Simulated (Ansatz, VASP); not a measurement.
# One calculation of GaN, two programs

INCAR

```
SYSTEM = GaN
ALGO     = Normal         ! electronic algorithm
EDIFF    = 1E-6           ! SCF threshold, eV
EDIFFG   = -0.002         ! ionic threshold
ENCUT    = 600            ! plane-wave cutoff, eV
GGA      = PE             ! functional
IBRION   = 2              ! ionic algorithm
ISIF     = 3              ! what is computed and relaxed
ISMEAR   = 0              ! smearing method
LASPH    = .True.         ! aspherical terms in the spheres
LCHARG   = .False.        ! write CHGCAR
LREAL    = .False.        ! projectors in reciprocal space
LWAVE    = .False.        ! write WAVECAR
NELM     = 60             ! most SCF steps
NSW      = 100            ! ionic steps
PREC     = Accurate       ! precision mode
SIGMA    = 0.02           ! smearing width, eV
```

The input KPOINTS:

```
k-points
0
Gamma
  12 12 6
  0 0 0
```

The input POSCAR:

```
GaN
1.0
    3.1889304000      0.0000000000      0.0000000000
   -1.5944652000      2.7616947400      0.0000000000
    0.0000000000      0.0000000000      5.1923572500
Ga N
2 2
Direct
    0.6666666700      0.3333333300      0.4990837100
    0.3333333300      0.6666666700      0.9990837100
    0.6666666700      0.3333333300      0.8759162900
    0.3333333300      0.6666666700      0.3759162900
```

Input for Ansatz:

```yaml
crystal:
  lattice:
    - [3.1889304, 0.0, 0.0]
    - [-1.5944652, 2.76169474, 0.0]
    - [0.0, 0.0, 5.19235725]
  atoms:
    - { symbol: Ga, position: [0.66666667, 0.33333333, 0.49908371] }
    - { symbol: Ga, position: [0.33333333, 0.66666667, 0.99908371] }
    - { symbol: "N", position: [0.66666667, 0.33333333, 0.87591629] }
    - { symbol: "N", position: [0.33333333, 0.66666667, 0.37591629] }
basis:
  ecutwfc: 420
kpoints:
  mp_grid: { grid: [12, 12, 6] }
hamiltonian:
  xc: pbe
  pseudopotentials: { kind: paw, azcp: { folder: soft_1 } }
scf:
  occupations: { method: gaussian, width: 0.02 }
output:
  forces: true
  stress: true
  eigenvalues: true
  write_density: true
  write_potential: true
  elf: true
  volumetric_format: npy
relax:
  adjacent_minimum: "off"
  f_tol: 0.002
  max_steps: 80
  cell: { stress_tol: 0.02 }
```

Alike in both runs: task relaxation of cell and atoms; functional PBE; k mesh 12 × 12 × 6; occupations gaussian, width 0.02 eV; no spin polarisation.

```csv
,VASP,Ansatz
version,VASP 6.6.1,Ansatz 0.2.0
potentials or method,"VASP PAW PBE potentials, release 64 (Ga_d, N), cutoff 600 eV","scalar-relativistic, plane waves, PAW"
valence electrons in the cell,36,36
```

```tsv
	VASP	Ansatz	Ansatz less VASP
gap on the k mesh at the Fermi level, each at its own relaxed structure (eV)	1.72	1.71	-0.005
relaxed volume (Å³/atom)	11.76	11.76	+0.002
relaxed cell length with the largest relative difference (Å)	5.243	5.244	+0.0004
```
